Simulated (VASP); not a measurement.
Here is a VASP 6.6.1 calculation.

File INCAR:

```
SYSTEM = TaN
ALGO = Normal
EDIFF = 1E-7
ENCUT = 520
GGA = PE
ISIF = 2
ISMEAR = 0
ISPIN = 2
LASPH = .TRUE.
LCHARG = .TRUE.
LELF = .TRUE.
LMAXMIX = 4
LORBIT = 11
LREAL = .FALSE.
LVHAR = .TRUE.
LWAVE = .FALSE.
MAGMOM = -0.17 0
NBANDS = 19
NELM = 150
PREC = Accurate
SIGMA = 0.05
```

The input KPOINTS:

```
k-points
0
G
  7 7 7
  0 0 0
```

POSCAR

```
TaN
1.0
    0.0000000000      2.1790013100      2.1790013100
    2.1790013100      0.0000000000      2.1790013100
    2.1790013100      2.1790013100      0.0000000000
Ta N
1 1
Direct
    0.5000000000      0.5000000000      0.5000000000
    0.0000000000      0.0000000000      0.0000000000
```

Potentials or basis: VASP PAW PBE potentials, release 64 (Ta_pv, N).

The run is started by

```console
$ cat potpaw_PBE.64/Ta_pv/POTCAR potpaw_PBE.64/N/POTCAR > POTCAR
$ mpirun -np 1 vasp_std > vasp.out
```

Task: Estimate the pressure.

Result: 15.3 GPa.

Task: What does it give for the net moment?

Result: 0.00 μB per cell.
